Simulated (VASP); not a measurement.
Wanted: the native input for a VASP 6.6.1 run.

- Task: relaxation of cell and atoms
- Functional: LDA
- Potentials or basis: VASP PAW LDA potentials, release 64 (Cu, I)
- Cutoff: 600 eV
- k mesh: 6 × 6 × 6
- Occupations: gaussian, width 0.01 eV
- Spin: no spin polarisation
- Target pressure: 7 GPa
- Dipole correction: no
- Further INCAR settings: ALGO = Normal; EDIFF = 1e-07; IBRION = 2; EDIFFG = -0.002; NSW = 100; ISIF = 3

The structure of CuI (Marshite) lies in POSCAR:

```
CuI
1.0
    0.0000000000      2.9309836647      2.9309836647
    2.9309836647      0.0000000000      2.9309836647
    2.9309836647      2.9309836647      0.0000000000
Cu I
1 1
Direct
    0.7500000000      0.7500000000      0.7500000000
    0.0000000000      0.0000000000      0.0000000000
```

One way to write it, as run:

INCAR

```
SYSTEM = CuI
PREC = Accurate
ENCUT = 600
EDIFF = 1E-7
ISMEAR = 0
SIGMA = 0.01
LREAL = .False.
LASPH = .True.
NELM = 120
ALGO = Normal
ISIF = 3
LWAVE = .False.
LCHARG = .False.
GGA = CA
IBRION = 2
NSW = 100
EDIFFG = -0.002
PSTRESS = 70.0
GGA_COMPAT = .False.
NELMIN = 4
```

KPOINTS

```
Automatic mesh
0
Gamma
  6 6 6
  0 0 0
```

Potentials or basis: VASP PAW LDA potentials, release 64 (Cu, I).

Launch:

```sh
$ cat potpaw_LDA.64/Cu/POTCAR potpaw_LDA.64/I/POTCAR > POTCAR
$ mpirun -np 1 vasp_std > vasp.out
```

It gave:

```
Relaxed volume                                         : 22.91 Å³/atom
Relaxed cell                                           : a = 4.016 Å, b = 4.016 Å, c = 4.016 Å, α = 60.00°, β = 60.00°, γ = 60.00°
Space group after relaxing (to 0.05 Å)                 : F-43m (No. 216)
Energy change on relaxing (the enthalpy is what falls) : +46.3 meV/atom
Ionic steps                                            : 6
Pressure after relaxing                                : 7.0 GPa
Band gap on the k mesh                                 : 1.60 eV, direct
```

Caveat: the cell is relaxed towards a set pressure, so the enthalpy falls and the energy may rise; spin-orbit coupling is left out, which moves the levels of the heavy elements.

Run time: 37 s on 1 thread of Intel(R) Xeon(R) 6975P-C (Granite Rapids), on a shared host, peak memory 0.17 GiB.
